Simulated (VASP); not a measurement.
# Cd: single point with PBE

The system is Cd.

```
CELL_PARAMETERS angstrom
3.01807 0.00000 0.00000
-1.50904 2.61373 0.00000
0.00000 0.00000 5.69157
ATOMIC_POSITIONS crystal
Cd 0.33333 0.66667 0.25000
Cd 0.66667 0.33333 0.75000
```

This cell differs from its parent crystal: volume scaled by 1.04.

```json
{"Program": "VASP 6.6.1", "Task": "single point", "Functional": "PBE", "Potentials or basis": "VASP PAW PBE potentials, release 64 (Cd)", "Cutoff": "520 eV", "k mesh": "14 × 14 × 7", "Occupations": "fermi-dirac, width 0.05 eV", "Spin": "no spin polarisation", "Dipole correction": "no", "Further INCAR settings": "ALGO = Normal; EDIFF = 1e-06; NBANDS = 19"}
```

```json
{"Pressure": "1.1 GPa", "Band gap on the k mesh": "zero (band 12 reaches 3.99 eV, above the bottom of band 13 at -0.16 eV)"}
```

Stress tensor (GPa, compression positive):
```
1.34 0.00 0.00
0.00 1.34 0.00
0.00 0.00 0.70
```

Levels at points of the mesh, in eV from the Fermi level:
```
           k point  band 9  band 10  band 11  band 12  band 13  band 14  band 15  band 16
(0.00, 0.00, 0.00)   -8.64    -8.49    -8.49    -3.09    -2.90    10.29    14.25    14.42
(0.50, 0.00, 0.00)   -8.24    -8.22    -2.27    -1.87     1.88     2.93     2.96     5.10
```

Run time: 18 s on 1 thread of Intel(R) Xeon(R) 6975P-C (Granite Rapids) (shared host), peak memory 0.2 GiB.
